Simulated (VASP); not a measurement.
Crystal: MgO.

```xyz
8
Lattice="3.2887 0.0000 0.0000 -1.6443 2.8481 0.0000 0.0000 0.0000 10.0668" Properties=species:S:1:pos:R:3 pbc="T T T"
Mg    0.0000    0.0000    0.0000
Mg    0.0000    1.8987    2.5167
Mg    1.6443    0.9494    5.0334
Mg    0.0000    1.8987    7.5501
O     0.0000    0.0000    1.8875
O     0.0000    1.8987    4.4042
O     1.6443    0.9494    6.9209
O     0.0000    1.8987    9.4376
```

```yaml
Program: VASP 6.6.1
Task: relaxation of cell and atoms
Functional: r2SCAN
Potentials_or_basis: VASP PAW PBE potentials, release 64 (Mg, O)
Cutoff: 600 eV
k_mesh: 9 × 9 × 2
Occupations: gaussian, width 0.02 eV
Spin: no spin polarisation
```

At the start: pressure 0.9 GPa; volume 11.79 Å³/atom.

Q: How do energy, volume and symmetry change on relaxing?

A: Over 10 steps the energy falls by 23.3 meV/atom and the volume is 11.80 Å³/atom (+0.1 %); space group P6_3mc (No. 186, to 0.1 Å) before and after.

The path:
```tsv
step	energy change (eV)	largest force (eV/Å)	pressure (GPa)	volume (Å³)
1	0.0000	1.0528	0.90	94.29
2	-0.1071	0.5298	-0.60	95.09
3	-0.1796	0.1306	-0.67	94.78
4	-0.1796	0.1178	-0.66	94.77
5	-0.1833	0.0516	0.20	94.16
6	-0.1834	0.0603	0.39	94.03
7	-0.1851	0.0518	0.19	94.20
8	-0.1859	0.0527	-0.12	94.46
9	-0.1859	0.0457	-0.08	94.42
10	-0.1862	0.0089	-0.01	94.37
```

Final structure:
```
Mg O
1.0
     3.24024    0.00000    0.00000
    -1.62012    2.80613    0.00000
     0.00000    0.00000   10.37905
Mg O
4 4
Cartesian
  0.0000 0.0000 10.3705
  0.0000 1.8708 2.5728
  1.6201 0.9354 5.1810
  0.0000 1.8708 7.7623
  0.0000 0.0000 1.9594
  0.0000 1.8708 4.5580
  1.6201 0.9354 7.1489
  0.0000 1.8708 9.7475
```

Caveat: the PAW data sets were made with another functional, which shifts forces and pressure a little.
